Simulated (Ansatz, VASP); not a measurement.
One calculation of ZrC4, two programs

```
Zr C
1.0
     3.59239    0.00000    0.00000
    -1.79620    3.11110    0.00000
     0.00000    0.00000    7.31458
Zr C
1 4
Direct
  0.00000 0.00000 0.50000
  0.33333 0.66667 0.67380
  0.33333 0.66667 0.32620
  0.66667 0.33333 0.32620
  0.66667 0.33333 0.67380
```

Alike in both runs: task single point; functional PBE; k mesh 6 × 6 × 4; occupations gaussian, width 0.1 eV; no spin polarisation.

|  | VASP | Ansatz |
| --- | --- | --- |
| version | VASP 6.6.1 | Ansatz 0.2.0 |
| potentials or method | VASP PAW PBE potentials, release 64 (Zr_sv, C), cutoff 520 eV | scalar-relativistic, plane waves, PAW |
| valence electrons in the cell | 28 | 28 |

```csv
,VASP,Ansatz,Ansatz less VASP
gap on the k mesh at the Fermi level (eV),none,none,-
pressure (GPa),-9.4,-9.5,-0.10
"traceless stress, the component that is largest in VASP (GPa)",21.55,21.59,+0.038
rms of the force components (eV/Å),0.639,0.634,-0.0058
```

Atom by atom the forces differ by 0.006 eV/Å (rms over components). A gap of «none» marks a metal or a gap that the smearing closes.
